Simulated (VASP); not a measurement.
Wanted: the native input for a VASP 6.6.1 run.

```
Task                   : single point
Functional             : r2SCAN
Potentials or basis    : VASP PAW PBE potentials, release 64 (As)
Cutoff                 : 520 eV
k mesh                 : 9 × 9 × 9
Occupations            : gaussian, width 0.02 eV
Spin                   : no spin polarisation
Dipole correction      : no
Further INCAR settings : ALGO = Normal; EDIFF = 1e-07; NBANDS = 12
```

Crystal: As.

```
As
1.0
     1.79429    1.03594    5.08034
    -1.79429    1.03594    5.08034
     0.00000   -2.07187    5.08034
As
2
Direct
  0.78856 0.78856 0.78856
  0.21144 0.21144 0.21144
```

These files were run (other wordings do the same):

POSCAR

```
As
1.0
    1.7942939793      1.0359361119      5.0803418975
   -1.7942939793      1.0359361119      5.0803418975
    0.0000000000     -2.0718722239      5.0803418975
As
2
Direct
    0.7885552421      0.7885552421      0.7885552421
    0.2114447579      0.2114447579      0.2114447579
```

INCAR.step1

```
SYSTEM = As
PREC = Accurate ; ENCUT = 520
ISMEAR = 0 ; SIGMA = 0.02
LREAL = .FALSE. ; LASPH = .TRUE.
NELM = 60 ; NBANDS = 12
GGA = PE ; ALGO = Normal
EDIFF = 1E-4 ; LWAVE = .TRUE.
LCHARG = .FALSE.
```

INCAR.step2

```
SYSTEM = As
PREC = Accurate ; ENCUT = 520
EDIFF = 1E-7 ; ISMEAR = 0
SIGMA = 0.02 ; LREAL = .FALSE.
LASPH = .TRUE. ; NELM = 60
ALGO = Normal ; ISIF = 2
LWAVE = .FALSE. ; LCHARG = .FALSE.
METAGGA = R2SCAN ; LMIXTAU = .TRUE.
NBANDS = 12 ; ISTART = 1
```

KPOINTS

```
regular mesh
0
G
  9 9 9
  0 0 0
```

Potentials or basis: VASP PAW PBE potentials, release 64 (As).

Command:

```console
$ cat potpaw_PBE.64/As/POTCAR > POTCAR
$ cp INCAR.step1 INCAR
$ mpirun -np 1 vasp_std > vasp.out
$ cp INCAR.step2 INCAR
$ mpirun -np 1 vasp_std > vasp.out
```

It gave:

```json
{
 "Pressure": "0.2 GPa",
 "Largest force": "0.062 eV/Å",
 "Band gap on the k mesh": "0.65 eV, indirect (least direct gap 1.39 eV)"
}
```

Caveat: the PAW data sets were made with another functional, which shifts forces and pressure a little.

It took 3.4 min on 1 thread of Intel(R) Xeon(R) 6975P-C (Granite Rapids), on a shared host, peak memory 0.29 GiB.
